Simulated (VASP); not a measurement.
Wanted: the native input for a VASP 6.6.1 run.

```
Task                   : relaxation of cell and atoms
Functional             : PBE
Potentials or basis    : VASP PAW PBE potentials, release 64 (Ag, F)
Cutoff                 : 600 eV
k mesh                 : 10 × 10 × 8
Occupations            : gaussian, width 0.1 eV
Spin                   : no spin polarisation
Dipole correction      : no
Further INCAR settings : ALGO = Normal; EDIFF = 1e-07; IBRION = 2; EDIFFG = -0.01; NSW = 100; ISIF = 3
```

The structure of AgF4 lies in POSCAR:

```
AgF4
1.0
    3.6335373399      0.0000000000      0.0000000000
    0.0000000000      3.6335373399      0.0000000000
    0.0000000000      0.0000000000      5.0259382715
Ag F
1 4
Direct
    0.0000000000      0.0000000000      0.0000000000
    0.5000000000      0.0000000000      0.2392434623
    0.0000000000      0.5000000000      0.7607565377
    0.5000000000      0.0000000000      0.7607565377
    0.0000000000      0.5000000000      0.2392434623
```

The input as run:

INCAR

```
ALGO = Normal ; EDIFF = 1E-7
EDIFFG = -0.01 ; ENCUT = 600
GGA = PE ; IBRION = 2
ISIF = 3 ; ISMEAR = 0
LASPH = T ; LCHARG = F
LREAL = F ; LWAVE = F
NELM = 100 ; NSW = 100
PREC = Accurate ; SIGMA = 0.1
```

KPOINTS

```
k-points
0
Gamma
  10 10 8
```

Potentials or basis: VASP PAW PBE potentials, release 64 (Ag, F).

Command:

```bash
$ cat potpaw_PBE.64/Ag/POTCAR potpaw_PBE.64/F/POTCAR > POTCAR
$ mpirun -np 1 vasp_std > vasp.out
```

It gave:

```yaml
Relaxed_volume: 13.24 Å³/atom
Relaxed_cell: a = 3.631 Å, b = 3.631 Å, c = 5.024 Å, α = 90.00°, β = 90.00°, γ = 90.00°
Space_group_after_relaxing_to_0.05_Å: P4/mmm (No. 123)
Energy_gained_by_relaxing: 0.0 meV/atom
Ionic_steps: 2
Pressure_after_relaxing: 0.0 GPa
Largest_force_after_relaxing: 0.004 eV/Å
```

Caveat: an odd number of electrons without spin polarisation forces a metal; a magnetic or distorted state may lie lower.

Wall time 2.2 min on 1 thread of AMD EPYC 9R45 96-Core Processor (Zen 5), with other jobs on the host, peak memory 0.28 GiB.
